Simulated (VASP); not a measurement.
CdF2: single point with r2SCAN+rVV10

Crystal: CdF2.

```
Cd F
1.0
     0.00000    2.68293    2.68293
     2.68293    0.00000    2.68293
     2.68293    2.68293    0.00000
Cd F
1 2
Direct
  0.00000 0.00000 0.00000
  0.25000 0.25000 0.25000
  0.75000 0.75000 0.75000
```

- Program: VASP 6.6.1
- Task: single point
- Functional: r2SCAN
- Dispersion: rVV10
- Potentials or basis: VASP PAW PBE potentials, release 64 (Cd_sv_GW, F)
- Cutoff: 770 eV
- k mesh: 10 × 10 × 10
- Occupations: fermi-dirac, width 0.03 eV
- Spin: no spin polarisation

```yaml
Pressure: -0.4 GPa
Band_gap_on_the_k_mesh: 3.77 eV (least direct gap 4.26 eV)
```

Levels at points of the mesh, in eV from the valence-band top:
| k point | band 14 | band 15 | band 16 | band 17 | band 18 | band 19 | band 20 | band 21 |
| --- | --- | --- | --- | --- | --- | --- | --- | --- |
| (0.00, 0.00, 0.00) | -1.02 | -0.49 | -0.49 | -0.49 | 3.77 | 13.62 | 13.62 | 13.62 |
| (0.50, 0.00, 0.00) | -1.89 | -1.89 | -0.39 | -0.39 | 8.10 | 9.61 | 15.70 | 15.70 |
| (0.50, 0.50, 0.00) | -3.03 | -0.54 | -0.09 | -0.09 | 9.00 | 10.59 | 12.04 | 15.37 |

It took 3.1 min on 1 thread of Intel(R) Xeon(R) Platinum 8559C (Emerald Rapids), with other jobs on the host, peak memory 0.44 GiB.

Caveat: the PAW data sets were made with another functional, which shifts forces and pressure a little. A k mesh can miss the band edges.
